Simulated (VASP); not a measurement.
Write the native input for VASP 6.6.1 that does the following.

| Property | Result |
| --- | --- |
| Task | single point |
| Functional | PBE |
| Potentials or basis | VASP PAW PBE potentials, release 64 (Hf_pv, N) |
| Cutoff | 600 eV |
| k mesh | 12 × 12 × 3 |
| Occupations | gaussian, width 0.1 eV |
| Spin | no spin polarisation |
| Dipole correction | no |
| Further INCAR settings | ALGO = Normal; EDIFF = 1e-06; NBANDS = 57 |

The structure of HfN lies in POSCAR:

```
HfN
1.0
    3.1919273818      0.0000000000      0.0000000000
   -1.5959636909      2.7642901997      0.0000000000
    0.0000000000      0.0000000000     16.0202318068
Hf N
6 6
Direct
    0.0000000000      0.0000000000      0.0000000000
    0.3333333333      0.6666666667      0.1670133526
    0.6666666667      0.3333333333      0.3329866474
    0.0000000000      0.0000000000      0.5000000000
    0.6666666667      0.3333333333      0.6670133526
    0.3333333333      0.6666666667      0.8329866474
    0.6666666667      0.3333333333      0.0866478331
    0.0000000000      0.0000000000      0.2500000000
    0.3333333333      0.6666666667      0.4133521669
    0.3333333333      0.6666666667      0.5866478331
    0.0000000000      0.0000000000      0.7500000000
    0.6666666667      0.3333333333      0.9133521669
```

One way to write it, as run:

INCAR

```
ALGO = Normal ; EDIFF = 1E-6
ENCUT = 600 ; GGA = PE
GGA_COMPAT = F ; ISIF = 2
ISMEAR = 0 ; LASPH = T
LCHARG = F ; LREAL = F
LWAVE = F ; NBANDS = 57
NELM = 120 ; PREC = Accurate
SIGMA = 0.1
```

KPOINTS

```
k-points
0
Gamma
  12 12 3
```

Potentials or basis: VASP PAW PBE potentials, release 64 (Hf_pv, N).

The run is started by

```bash
$ cat potpaw_PBE.64/Hf_pv/POTCAR potpaw_PBE.64/N/POTCAR > POTCAR
$ mpirun -np 1 vasp_std > vasp.out
```

It gave:

| Property | Result |
| --- | --- |
| Pressure | -2.4 GPa |
| Largest force | 0.022 eV/Å |
| Band gap on the k mesh | zero (bands 45 and 46 overlap by 1.13 eV) |

Caveat: spin-orbit coupling is left out, which moves the levels of the heavy elements.

It took 3.9 min on 1 thread of Intel(R) Xeon(R) 6975P-C (Granite Rapids), on a shared host, peak memory 0.46 GiB.
